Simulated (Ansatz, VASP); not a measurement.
## One calculation of Al2O3, two programs

```
Al O
1.0
     2.96284    0.00000    0.00000
    -1.48142    2.56589    0.00000
     0.00000    0.00000    7.35035
Al O
2 3
Cartesian
  0.0000 0.0000 2.0163
  0.0000 0.0000 5.3340
  0.0000 1.7106 1.4339
  1.4814 0.8553 5.9164
  0.0000 0.0000 3.6752
```

Alike in both runs: functional LDA; k mesh 12 × 12 × 4; occupations fermi-dirac, width 0.02 eV; no spin polarisation.

Ansatz relaxed the structure, and its values are those at the end. VASP's run is a single point on that final structure, the one shown.

|  | VASP | Ansatz |
| --- | --- | --- |
| version | VASP 6.6.1 | Ansatz 0.2.0 |
| potentials or method | VASP PAW LDA potentials, release 64 (Al, O), cutoff 520 eV | plane waves, PAW |
| valence electrons in the cell | 24 | 24 |

```tsv
	VASP	Ansatz	Ansatz less VASP
gap on the k mesh at the Fermi level (eV)	2.49	2.50	+0.008
pressure (GPa)	1.0	0.0	-0.97
rms of the force components (eV/Å)	0.052	0.000	-0.0516
```

LDA's correlation is that of Perdew and Zunger in VASP and of Perdew and Wang (1992) in Ansatz.
